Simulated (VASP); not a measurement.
# Si3Br (Fm-3m) in VASP: notebook, part 2 of 2

VASP 6.6.1. Earlier steps stand in the parts before.

**5. Single point, PBE**

This run uses another cell than the first one, of 17.88 Å³/atom.

INCAR

```
SYSTEM = Si3Br
PREC = Accurate ; ENCUT = 520
EDIFF = 1E-7 ; ISMEAR = 0
SIGMA = 0.1 ; LREAL = .False.
LASPH = .True. ; NELM = 60
ALGO = Normal ; ISIF = 2
LWAVE = .False. ; LCHARG = .False.
GGA = PE ; NBANDS = 18
```

KPOINTS

```
Automatic mesh
0
Gamma
  12 12 12
  0 0 0
```

POSCAR

```
Si3Br
1.0
    0.0000000000      3.2943684035      3.2943684035
    3.2943684035      0.0000000000      3.2943684035
    3.2943684035      3.2943684035      0.0000000000
Si Br
3 1
Direct
    0.2500000000      0.2500000000      0.2500000000
    0.7500000000      0.7500000000      0.7500000000
    0.5000000000      0.5000000000      0.5000000000
    0.0000000000      0.0000000000      0.0000000000
```

Potentials or basis: VASP PAW PBE potentials, release 64 (Si, Br).

Started as:

```bash
$ cat potpaw_PBE.64/Si/POTCAR potpaw_PBE.64/Br/POTCAR > POTCAR
$ mpirun -np 1 vasp_std > vasp.out
```

OUTCAR:

```text
SYSTEM = Si3Br
   PREC = Accurate
   ENCUT = 520
   EDIFF = 1E-7
   ISMEAR = 0
   LREAL = .False.
   LASPH = .True.
   NELM = 60
   ISIF = 2
   GGA = PE

 ion  position               nearest neighbor table
   1  0.250  0.250  0.250-   4 2.85   4 2.85   4 2.85   3 2.85   4 2.85   3 2.85   3 2.85   3 2.85

   2  0.750  0.750  0.750-   3 2.85   3 2.85   3 2.85   3 2.85   4 2.85   4 2.85   4 2.85   4 2.85

   3  0.500  0.500  0.500-   1 2.85   1 2.85   1 2.85   1 2.85   2 2.85   2 2.85   2 2.85   2 2.85

   4  0.000  0.000  0.000-   2 2.85   2 2.85   2 2.85   1 2.85   2 2.85   1 2.85   1 2.85   1 2.85

  LATTYP: Found a face centered cubic cell.
 ALAT       =     6.5887368070

  Lattice vectors:

 A1 = (   0.0000000000,   3.2943684035,   3.2943684035)
 A2 = (   3.2943684035,   0.0000000000,   3.2943684035)
 A3 = (   3.2943684035,   3.2943684035,   0.0000000000)

Analysis of symmetry for initial positions (statically):
=====================================================================
 Subroutine PRICEL returns:
 Original cell was already a primitive cell.

 Routine SETGRP: Setting up the symmetry group for a
 face centered cubic supercell.

 Subroutine GETGRP returns: Found 48 space group operations
 (whereof 48 operations were pure point group operations)
 out of a pool of 48 trial point group operations.

The static configuration has the point symmetry O_h .

Analysis of symmetry for dynamics (positions and initial velocities):
=====================================================================
 Subroutine PRICEL returns:
 Original cell was already a primitive cell.

 Routine SETGRP: Setting up the symmetry group for a
 face centered cubic supercell.

 Subroutine GETGRP returns: Found 48 space group operations
 (whereof 48 operations were pure point group operations)
 out of a pool of 48 trial point group operations.

The dynamic configuration has the point symmetry O_h .

 Subroutine INISYM returns: Found 48 space group operations
 (whereof 48 operations are pure point group operations),
 and found     1 'primitive' translations

----------------------------------------------------------------------------------------

                                     Primitive cell

  volume of cell :      71.5067

  direct lattice vectors                    reciprocal lattice vectors
     0.000000000  3.294368404  3.294368404    -0.151774161  0.151774161  0.151774161
     3.294368404  0.000000000  3.294368404     0.151774161 -0.151774161  0.151774161
     3.294368404  3.294368404  0.000000000     0.151774161  0.151774161 -0.151774161

  length of vectors
     4.658940476  4.658940476  4.658940476     0.262880558  0.262880558  0.262880558

  position of ions in fractional coordinates (direct lattice)
     0.250000000  0.250000000  0.250000000
     0.750000000  0.750000000  0.750000000
     0.500000000  0.500000000  0.500000000
     0.000000000  0.000000000  0.000000000

  ion indices of the primitive-cell ions
   primitive index   ion index
                 1           1
                 2           2
                 3           3
                 4           4

----------------------------------------------------------------------------------------

 KPOINTS: Automatic mesh

Automatic generation of k-mesh.
 Grid dimensions read from file:
[... 23 lines left out ...]
  0.083333  0.000000  0.000000      8.000000
  0.166667  0.000000  0.000000      8.000000
  0.250000  0.000000  0.000000      8.000000
  0.333333  0.000000  0.000000      8.000000
  0.416667  0.000000  0.000000      8.000000
[... 16 lines left out ...]
  0.500000  0.166667  0.000000     24.000000
 -0.416667  0.166667  0.000000     24.000000
 [... further k-points ...]
   k-points           NKPTS =     72   k-points in BZ     NKDIM =     72   number of bands    NBANDS=     18
   number of dos      NEDOS =    301   number of ions     NIONS =      4
   total plane-waves  NPLWV =  46656
   dimension x,y,z NGX =    36 NGY =   36 NGZ =   36
   dimension x,y,z NGXF=    72 NGYF=   72 NGZF=   72
   ions per type =               3   1
   NGX,Y,Z   is equivalent  to a cutoff of  12.85, 12.85, 12.85 a.u.
   NGXF,Y,Z  is equivalent  to a cutoff of  25.69, 25.69, 25.69 a.u.
 SYSTEM =  Si3Br
   PREC   = accura    normal or accurate (medium, high low for compatibility)
   ISTART =      0    job   : 0-new  1-cont  2-samecut
   ICHARG =      2    charge: 1-file 2-atom 10-const
   ISPIN  =      1    spin polarized calculation?
   LNONCOLLINEAR =      F non collinear calculations
   LSORBIT =      F    spin-orbit coupling
   LASPH  =      T    aspherical Exc in radial PAW
   ENCUT  =  520.0 eV  38.22 Ry    6.18 a.u.   8.66  8.66  8.66*2*pi/ulx,y,z
   NELM   =     60;   NELMIN=  2; NELMDL= -5     # of ELM steps
   EDIFF  = 0.1E-06   stopping-criterion for ELM
   LREAL  =      F    real-space projection
   EDIFFG = 0.1E-05   stopping-criterion for IOM
   NSW    =      0    number of steps for IOM
   IBRION =     -1    ionic relax: 0-MD 1-quasi-New 2-CG
   NFREE  =      0    steps in history (QN), initial steepest desc. (CG)
   ISIF   =      2    stress and relaxation
   ISYM   =      2    0-nonsym 1-usesym 2-fastsym
   POTIM  = 0.5000    time-step for ionic-motion
   TEBEG  =    0.0;   TEEND  =   0.0 temperature during run
   PSTRESS=    0.0 pullay stress
   NELECT =      19.0000    total number of electrons
   NUPDOWN=      -1.0000    fix difference up-down
   EMIN   =  10.00;   EMAX   =-10.00  energy-range for DOS
   EFERMI =   0.00;   METHOD = LEGACY
   ISMEAR =     0;   SIGMA  =   0.10  broadening in eV -4-tet -1-fermi 0-gaus
   EFERMI_NEDOS =   21; number of points for ismear=-14 and -15
   IALGO  =     38    algorithm
   IMIX   =      4    mixing-type and parameters
     AMIX     =   0.40;   BMIX     =  1.00
     AMIX_MAG =   1.60;   BMIX_MAG =  1.00
  volume/ion in A,a.u.               =      17.88       120.64
  Fermi-wavevector in a.u.,A,eV,Ry     =   1.052472  1.988884 15.071136  1.107697
  Thomas-Fermi vector in A             =   2.187556
   LORBIT       =      0    0 simple, 1 ext, 2 COOP (PROOUT), +10 PAW based schemes
   GGA     = PE    functional components
   LHFCALC =     F    Hartree Fock is set to
   AEXX    =    0.0000 exact exchange contribution
   IVDW    =     0    specifies the selected vdW correction
   LEPSILON=     F    determine dielectric tensor
   LRPA    =     F    only Hartree local field effects (RPA)
 non-spin polarized calculation
 Gauss-broadening in eV      SIGMA  =   0.10
  energy-cutoff  :      520.00
  volume of cell :       71.51
 maximum number of plane-waves:      1964
   NGX = 17   NGY = 17   NGZ = 17

 number of electron      18.9999999 magnetization

 Free energy of the ion-electron system (eV)
  ---------------------------------------------------
  ext. energy  EPLUGINS =         0.00000000
  ---------------------------------------------------
  free energy    TOTEN  =       -14.91463390 eV

  energy without entropy =      -14.90365509  energy(sigma->0) =      -14.90914449

 E-fermi :   7.4348     XC(G=0): -10.5632

 val. band max:        7.4341599629   @ k =  -0.2500   0.2500   0.0000
 cond. band min:       7.4402518913   @ k =   0.5000   0.1667   0.0833
 fundamental gap:      0.0060919284
 Fermi energy:         7.4348180326

 k-point     1 :       0.0000    0.0000    0.0000
  band No.  band energies     occupation
      1      -9.4541      2.00000
      2      -2.0766      2.00000
      3       2.4653      2.00000
      4       2.4653      2.00000
      5       2.4653      2.00000
      6       3.1433      2.00000
[... 481 lines left out ...]
      5       1.6915      2.00000
      6       3.0429      2.00000
[... 10 lines left out ...]
     17      16.1914      0.00000
     18      16.5647      0.00000

 [... further k-points ...]

------------------------ aborting loop because EDIFF is reached ----------------------------------------

  FORCE on cell =-STRESS in cart. coord.  units (eV):
  Direction    XX          YY          ZZ          XY          YZ          ZX
  --------------------------------------------------------------------------------------
  -------------------------------------------------------------------------------------
  Total        0.0062871      0.0062871      0.0062871     -0.0000000     -0.0000000      0.0000000
  in kB        0.1408688      0.1408688      0.1408688     -0.0000000     -0.0000000      0.0000000
  external PRESSURE =       0.1408688 kB  Pullay stress =       0.0000000 kB

 VOLUME and BASIS-vectors are now :
 -----------------------------------------------------------------------------
  energy-cutoff  :      520.00
  volume of cell :       71.51
      direct lattice vectors                 reciprocal lattice vectors
     0.000000000  3.294368404  3.294368404    -0.151774161  0.151774161  0.151774161
     3.294368404  0.000000000  3.294368404     0.151774161 -0.151774161  0.151774161
     3.294368404  3.294368404  0.000000000     0.151774161  0.151774161 -0.151774161

 POSITION                                       TOTAL-FORCE (eV/Angst)
 -----------------------------------------------------------------------------------
      1.64718      1.64718      1.64718        -0.000000     -0.000000      0.000000
      4.94155      4.94155      4.94155         0.000000      0.000000     -0.000000
      3.29437      3.29437      3.29437        -0.000000     -0.000000     -0.000000
      0.00000      0.00000      0.00000        -0.000000     -0.000000     -0.000000
 -----------------------------------------------------------------------------------
    total drift:                               -0.000000      0.000000      0.000000

  FREE ENERGIE OF THE ION-ELECTRON SYSTEM (eV)
  ---------------------------------------------------
  free  energy   TOTEN  =       -14.9146339012 eV

  energy  without entropy=      -14.9036550880  energy(sigma->0) =      -14.90914449
```

OSZICAR:

```text
N       E                     dE             d eps       ncg     rms          rms(c)
DAV:   1     0.429647601471E+02    0.42965E+02   -0.73805E+03  2592   0.870E+02
DAV:   2    -0.121456617339E+02   -0.55110E+02   -0.52239E+02  3474   0.134E+02
DAV:   3    -0.149754369456E+02   -0.28298E+01   -0.27584E+01  3134   0.267E+01
DAV:   4    -0.149951103146E+02   -0.19673E-01   -0.19659E-01  3082   0.283E+00
DAV:   5    -0.149952500876E+02   -0.13977E-03   -0.13976E-03  3050   0.230E-01    0.103E+01
DAV:   6    -0.149228390943E+02    0.72411E-01   -0.11744E-01  2898   0.159E+00    0.636E+00
DAV:   7    -0.149163577198E+02    0.64814E-02   -0.55179E-02  3088   0.103E+00    0.113E+00
DAV:   8    -0.149146305594E+02    0.17272E-02   -0.70759E-03  2794   0.405E-01    0.161E-01
DAV:   9    -0.149146285116E+02    0.20478E-05   -0.54174E-04  2800   0.138E-01    0.722E-02
DAV:  10    -0.149146328911E+02   -0.43795E-05   -0.30602E-05  3134   0.287E-02    0.410E-02
DAV:  11    -0.149146346042E+02   -0.17130E-05   -0.87756E-06  2920   0.165E-02    0.266E-02
DAV:  12    -0.149146341904E+02    0.41379E-06   -0.10003E-06  2788   0.618E-03    0.151E-02
DAV:  13    -0.149146339627E+02    0.22772E-06   -0.28785E-07  2666   0.260E-03    0.398E-03
DAV:  14    -0.149146339012E+02    0.61488E-07   -0.56696E-08  1508   0.125E-03
   1 F= -.14914634E+02 E0= -.14909144E+02  d E =-.109788E-01
```

stdout:

```text
POSCAR found type information on POSCAR SiBr
 POSCAR found :  2 types and       4 ions
 scaLAPACK will be used
 LDA part: xc-table for (Slater+PW92), standard interpolation
 POSCAR, INCAR and KPOINTS ok, starting setup
 FFT: planning ... GRIDC
 FFT: planning ... GRID_SOFT
 FFT: planning ... GRID
 WAVECAR not read
 entering main loop
```

Run time: 2.1 min. Hardware: 1 thread of Intel Xeon 8259CL, shared host; peak memory 0.25 GiB.

Results:

```
Free energy            : -14.9146 eV
Pressure               : 0.0 GPa
Band gap on the k mesh : zero (an odd number of electrons rules out a gap without spin polarisation)
```

Levels at points of the mesh, in eV from the Fermi level:
| k point | band 5 | band 6 | band 7 | band 8 | band 9 | band 10 | band 11 | band 12 | band 13 | band 14 |
| --- | --- | --- | --- | --- | --- | --- | --- | --- | --- | --- |
| (0.00, 0.00, 0.00) | -4.97 | -4.29 | -2.12 | -2.12 | -2.12 | -1.66 | -0.88 | -0.88 | -0.88 | 3.11 |
| (0.50, 0.00, 0.00) | -5.44 | -4.65 | -2.90 | -2.90 | -1.50 | 0.66 | 1.62 | 1.62 | 3.37 | 3.37 |
| (0.50, 0.50, 0.00) | -6.65 | -6.55 | -0.96 | -0.21 | -0.21 | 1.27 | 2.57 | 2.57 | 3.95 | 4.35 |

Caveat: an odd number of electrons without spin polarisation forces a metal; a magnetic or distorted state may lie lower.

**6. Summary**

| task | cell | k mesh | cutoff (eV) | gap on the mesh (eV) | pressure (GPa) |
| --- | --- | --- | --- | --- | --- |
| single point | a = 4.633 Å, angles 60.0°, 4 atoms | 4 × 4 × 4 | 520 | none | -0.2 |
| single point | a = 5.109 Å, angles 60.0°, 4 atoms | 4 × 4 × 4 | 520 | none | -9.2 |
| relaxation of cell and atoms | relaxed from a = 5.109 Å, angles 60.0°, 4 atoms | 4 × 4 × 4 | 600 | - | 0.2 |
| single point | a = 4.659 Å, angles 60.0°, 4 atoms | 12 × 12 × 12 | 520 | none | 0.0 |

Alike in all rows: level PBE; potentials or basis VASP PAW PBE potentials, release 64 (Si, Br); no spin polarisation; smearing gaussian 0.1 eV.

Caveats: some runs use coarse meshes; an odd number of electrons without spin polarisation forces a metal (at least some runs); a magnetic or distorted state may lie lower (at least some runs); the volume moved by over 15 % at a fixed basis, so the end points are rough (at least some runs); the highest band is partly filled, so the run has too few bands (at least some runs).

Total energies depend on the potentials used, so only differences within one code and one set of settings carry meaning.

The gap in the log of VASP goes by the Fermi energy; the results here count the filled bands.